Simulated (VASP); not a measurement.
# Nb (Im-3m) in VASP: single point with PBE

Aim: the single point of Nb with PBE.

All numbers are computed with VASP 6.6.1; they aren't measurements. Logs are shortened: lines on timing, memory, paths and dates and some standing lists are left out, and cuts for length are marked.

## Step 1: The cell of the first run

It takes space group Im-3m (No. 229, cubic). The conventional cell has a = 3.345 Å, b = 3.345 Å, c = 3.345 Å, α = 90.00°, β = 90.00°, γ = 90.00°. Nb (site symmetry m-3m) has 14 Nb at 2.90 to 3.34 Å within 3.8 Å.

## Step 2: Single point, PBE

INCAR

```
PREC = Accurate
ENCUT = 500
EDIFF = 1E-6
ISMEAR = -1
SIGMA = 0.1
LREAL = False
LASPH = True
NELM = 120
ALGO = Normal
ISIF = 2
LWAVE = False
LCHARG = False
GGA = PE
NBANDS = 12
GGA_COMPAT = False
```

KPOINTS

```
Automatic mesh
0
Gamma
  14 14 14
```

POSCAR

```
Nb
1.0
   -1.6724430000      1.6724430000      1.6724430000
    1.6724430000     -1.6724430000      1.6724430000
    1.6724430000      1.6724430000     -1.6724430000
Nb
1
Direct
    0.0000000000      0.0000000000      0.0000000000
```

Potentials or basis: VASP PAW PBE potentials, release 64 (Nb_sv).

Launch:

```
cat potpaw_PBE.64/Nb_sv/POTCAR > POTCAR
mpirun -np 1 vasp_std > vasp.out
```

OUTCAR:

```text
PREC = Accurate
   ENCUT = 500
   EDIFF = 1E-6
   ISMEAR = -1
   LREAL = False
   LASPH = True
   NELM = 120
   ISIF = 2
   GGA = PE

 ion  position               nearest neighbor table
   1  0.000  0.000  0.000-

  LATTYP: Found a body centered cubic cell.
 ALAT       =     3.3448860000

  Lattice vectors:

 A1 = (  -1.6724430000,   1.6724430000,   1.6724430000)
 A2 = (   1.6724430000,  -1.6724430000,   1.6724430000)
 A3 = (   1.6724430000,   1.6724430000,  -1.6724430000)

Analysis of symmetry for initial positions (statically):
=====================================================================
 Subroutine PRICEL returns:
 Original cell was already a primitive cell.

 Routine SETGRP: Setting up the symmetry group for a
 body centered cubic supercell.

 Subroutine GETGRP returns: Found 48 space group operations
[... 9 lines left out ...]

 Routine SETGRP: Setting up the symmetry group for a
 body centered cubic supercell.

 Subroutine GETGRP returns: Found 48 space group operations
[... 11 lines left out ...]
                                     Primitive cell

  volume of cell :      18.7117

  direct lattice vectors                    reciprocal lattice vectors
    -1.672443000  1.672443000  1.672443000     0.000000000  0.298963851  0.298963851
     1.672443000 -1.672443000  1.672443000     0.298963851  0.000000000  0.298963851
     1.672443000  1.672443000 -1.672443000     0.298963851  0.298963851  0.000000000

  length of vectors
     2.896756249  2.896756249  2.896756249     0.422798733  0.422798733  0.422798733

  position of ions in fractional coordinates (direct lattice)
     0.000000000  0.000000000  0.000000000

  ion indices of the primitive-cell ions
   primitive index   ion index
                 1           1

----------------------------------------------------------------------------------------

 KPOINTS: Automatic mesh

Automatic generation of k-mesh.
 Grid dimensions read from file:
 generate k-points for:   14   14   14

 Generating k-lattice:

  Cartesian coordinates                     Fractional coordinates (reciprocal lattice)
     0.000000000  0.021354561  0.021354561     0.071428571  0.000000000  0.000000000
     0.021354561  0.000000000  0.021354561     0.000000000  0.071428571  0.000000000
     0.021354561  0.021354561  0.000000000     0.000000000  0.000000000  0.071428571

  Length of vectors
     0.030199909  0.030199909  0.030199909

  Shift w.r.t. Gamma in fractional coordinates (k-lattice)
     0.000000000  0.000000000  0.000000000

 Subroutine IBZKPT returns following result:
 ===========================================

 Found    104 irreducible k-points:

 Following reciprocal coordinates:
            Coordinates               Weight
  0.000000  0.000000  0.000000      1.000000
  0.071429  0.000000  0.000000     12.000000
  0.142857  0.000000  0.000000     12.000000
  0.214286  0.000000  0.000000     12.000000
  0.285714  0.000000  0.000000     12.000000
  0.357143  0.000000  0.000000     12.000000
[... 16 lines left out ...]
  0.285714  0.285714  0.000000     24.000000
  0.357143  0.285714  0.000000     24.000000
 [... further k-points ...]
   k-points           NKPTS =    104   k-points in BZ     NKDIM =    104   number of bands    NBANDS=     12
   number of dos      NEDOS =    301   number of ions     NIONS =      1
   total plane-waves  NPLWV =  13824
   dimension x,y,z NGX =    24 NGY =   24 NGZ =   24
   dimension x,y,z NGXF=    48 NGYF=   48 NGZF=   48
   ions per type =               1
   NGX,Y,Z   is equivalent  to a cutoff of  13.77, 13.77, 13.77 a.u.
   NGXF,Y,Z  is equivalent  to a cutoff of  27.55, 27.55, 27.55 a.u.
 SYSTEM =  unknown system
   PREC   = accura    normal or accurate (medium, high low for compatibility)
   ISTART =      0    job   : 0-new  1-cont  2-samecut
   ICHARG =      2    charge: 1-file 2-atom 10-const
   ISPIN  =      1    spin polarized calculation?
   LNONCOLLINEAR =      F non collinear calculations
   LSORBIT =      F    spin-orbit coupling
   LASPH  =      T    aspherical Exc in radial PAW
   ENCUT  =  500.0 eV  36.75 Ry    6.06 a.u.   5.28  5.28  5.28*2*pi/ulx,y,z
   NELM   =    120;   NELMIN=  2; NELMDL= -5     # of ELM steps
   EDIFF  = 0.1E-05   stopping-criterion for ELM
   LREAL  =      F    real-space projection
   EDIFFG = 0.1E-04   stopping-criterion for IOM
   NSW    =      0    number of steps for IOM
   IBRION =     -1    ionic relax: 0-MD 1-quasi-New 2-CG
   NFREE  =      0    steps in history (QN), initial steepest desc. (CG)
   ISIF   =      2    stress and relaxation
   ISYM   =      2    0-nonsym 1-usesym 2-fastsym
   POTIM  = 0.5000    time-step for ionic-motion
   TEBEG  =    0.0;   TEEND  =   0.0 temperature during run
   PSTRESS=    0.0 pullay stress
   NELECT =      13.0000    total number of electrons
   NUPDOWN=      -1.0000    fix difference up-down
   EMIN   =  10.00;   EMAX   =-10.00  energy-range for DOS
   EFERMI =   0.00;   METHOD = LEGACY
   ISMEAR =    -1;   SIGMA  =   0.10  broadening in eV -4-tet -1-fermi 0-gaus
   EFERMI_NEDOS =   21; number of points for ismear=-14 and -15
   IALGO  =     38    algorithm
   IMIX   =      4    mixing-type and parameters
     AMIX     =   0.40;   BMIX     =  1.00
     AMIX_MAG =   1.60;   BMIX_MAG =  1.00
  volume/ion in A,a.u.               =      18.71       126.27
  Fermi-wavevector in a.u.,A,eV,Ry     =   1.449944  2.739997 28.604048  2.102338
  Thomas-Fermi vector in A             =   2.567613
   LORBIT       =      0    0 simple, 1 ext, 2 COOP (PROOUT), +10 PAW based schemes
   GGA     = PE    functional components
   LHFCALC =     F    Hartree Fock is set to
   AEXX    =    0.0000 exact exchange contribution
   IVDW    =     0    specifies the selected vdW correction
   LEPSILON=     F    determine dielectric tensor
   LRPA    =     F    only Hartree local field effects (RPA)
 non-spin polarized calculation
  energy-cutoff  :      500.00
  volume of cell :       18.71
 maximum number of plane-waves:       490
 NGX is ok and might be reduce to    24
   NGX = 11   NGY = 11   NGZ = 11

 number of electron      12.9999999 magnetization

 Free energy of the ion-electron system (eV)
  ---------------------------------------------------
  ext. energy  EPLUGINS =         0.00000000
  ---------------------------------------------------
  free energy    TOTEN  =       -10.23035735 eV

  energy without entropy =      -10.17818153  energy(sigma->0) =      -10.20426944

 E-fermi :  10.6720     XC(G=0): -12.3050

 val. band max:       10.6623946326   @ k =   0.2857   0.0714  -0.0000
 cond. band min:      10.6844667033   @ k =   0.3571   0.2143   0.0714
 fundamental gap:      0.0220720707
 Fermi energy:        10.6719799274

 k-point     1 :       0.0000    0.0000    0.0000
  band No.  band energies     occupation
      1     -43.7683      2.00000
      2     -19.1423      2.00000
      3     -19.1423      2.00000
      4     -19.1423      2.00000
      5       4.7843      2.00000
      6      11.0290      0.05474
      7      11.0290      0.05474
      8      11.0290      0.05474
      9      13.8140      0.00000
     10      13.8140      0.00000
     11      24.7671      0.00000
     12      24.7671      0.00000

 k-point     2 :       0.0714    0.0000    0.0000
  band No.  band energies     occupation
      1     -43.7581      2.00000
      2     -19.2061      2.00000
      3     -19.1618      2.00000
      4     -19.1427      2.00000
      5       4.9855      2.00000
      6      10.9072      0.17385
      7      10.9988      0.07337
      8      11.2204      0.00827
      9      13.6330      0.00000
     10      13.8153      0.00000
     11      24.9261      0.00000
     12      25.1155      0.00000

 k-point     3 :       0.1429    0.0000    0.0000
  band No.  band energies     occupation
      1     -43.7294      2.00000
      2     -19.3824      2.00000
      3     -19.2163      2.00000
      4     -19.1440      2.00000
      5       5.5465      2.00000
      6      10.5861      1.40475
      7      10.8587      0.26785
      8      11.7829      0.00003
      9      13.3249      0.00000
     10      13.8340      0.00000
     11      25.2377      0.00000
     12      26.1081      0.00000

 k-point     4 :       0.2143    0.0000    0.0000
  band No.  band energies     occupation
      1     -43.6876      2.00000
      2     -19.6304      2.00000
      3     -19.2940      2.00000
      4     -19.1460      2.00000
      5       6.3162      2.00000
      6      10.1662      1.98736
      7      10.6184      1.26180
      8      12.6789      0.00000
      9      13.2491      0.00000
     10      13.9009      0.00000
     11      25.1510      0.00000
     12      26.4905      0.00000

 k-point     5 :       0.2857    0.0000    0.0000
  band No.  band energies     occupation
      1     -43.6409      2.00000
      2     -19.8974      2.00000
      3     -19.3789      2.00000
      4     -19.1482      2.00000
      5       6.9716      2.00000
      6       9.7476      1.99981
      7      10.6341      1.18718
      8      13.4348      0.00000
      9      13.8356      0.00000
     10      14.0355      0.00000
     11      24.3191      0.00000
     12      25.5178      0.00000
[... 228 lines left out ...]
      1     -43.5583      2.00000
      2     -20.1422      2.00000
      3     -19.6387      2.00000
      4     -19.2645      2.00000
      5       8.1917      2.00000
      6       9.3484      2.00000
      7      10.4144      1.85863
      8      13.4913      0.00000
      9      14.5732      0.00000
     10      17.6217      0.00000
     11      22.2142      0.00000
     12      24.0961      0.00000

 k-point    22 :       0.3571    0.2143    0.0000
  band No.  band energies     occupation
      1     -43.5422      2.00000
      2     -20.1762      2.00000
      3     -19.7166      2.00000
      4     -19.2713      2.00000
      5       8.1453      2.00000
      6       9.3362      2.00000
      7      10.7275      0.72926
      8      13.6979      0.00000
      9      14.6890      0.00000
     10      18.7937      0.00000
     11      21.1365      0.00000
     12      23.2208      0.00000

 k-point    23 :       0.2857    0.2857    0.0000
  band No.  band energies     occupation
      1     -43.5399      2.00000
      2     -20.1101      2.00000
      3     -19.7901      2.00000
      4     -19.2856      2.00000
      5       8.4699      2.00000
      6       9.4083      1.99999
      7      10.2699      1.96475
      8      13.7911      0.00000
      9      14.5231      0.00000
     10      19.2331      0.00000
     11      21.0724      0.00000
     12      23.0117      0.00000

 k-point    24 :       0.3571    0.2857    0.0000
  band No.  band energies     occupation
      1     -43.5333      2.00000
      2     -20.0645      2.00000
      3     -19.8798      2.00000
      4     -19.2919      2.00000
      5       8.5252      2.00000
      6       9.5476      1.99997
      7      10.1405      1.99021
      8      14.0071      0.00000
      9      14.4593      0.00000
     10      20.3351      0.00000
     11      20.4768      0.00000
     12      22.1248      0.00000

 [... further k-points ...]
[... 5 lines left out ...]
  --------------------------------------------------------------------------------------
  -------------------------------------------------------------------------------------
  Total       -0.5747529     -0.5747529     -0.5747529     -0.0000000      0.0000000     -0.0000000
  in kB      -49.2127663    -49.2127663    -49.2127663     -0.0000000      0.0000000     -0.0000000
  external PRESSURE =     -49.2127663 kB  Pullay stress =       0.0000000 kB

 VOLUME and BASIS-vectors are now :
 -----------------------------------------------------------------------------
  energy-cutoff  :      500.00
  volume of cell :       18.71
      direct lattice vectors                 reciprocal lattice vectors
    -1.672443000  1.672443000  1.672443000     0.000000000  0.298963851  0.298963851
     1.672443000 -1.672443000  1.672443000     0.298963851  0.000000000  0.298963851
     1.672443000  1.672443000 -1.672443000     0.298963851  0.298963851  0.000000000

 POSITION                                       TOTAL-FORCE (eV/Angst)
 -----------------------------------------------------------------------------------
      0.00000      0.00000      0.00000        -0.000000     -0.000000      0.000000
 -----------------------------------------------------------------------------------
    total drift:                                0.000000      0.000000     -0.000000

  FREE ENERGIE OF THE ION-ELECTRON SYSTEM (eV)
  ---------------------------------------------------
  free  energy   TOTEN  =       -10.2303573499 eV

  energy  without entropy=      -10.1781815312  energy(sigma->0) =      -10.20426944
```

Run time: 12 s. Hardware: 1 thread of Intel Xeon 6975P-C, shared host; peak memory 0.15 GiB.

Results:

| Item | Value |
| --- | --- |
| Free energy | -10.2304 eV |
| Pressure | -4.9 GPa |
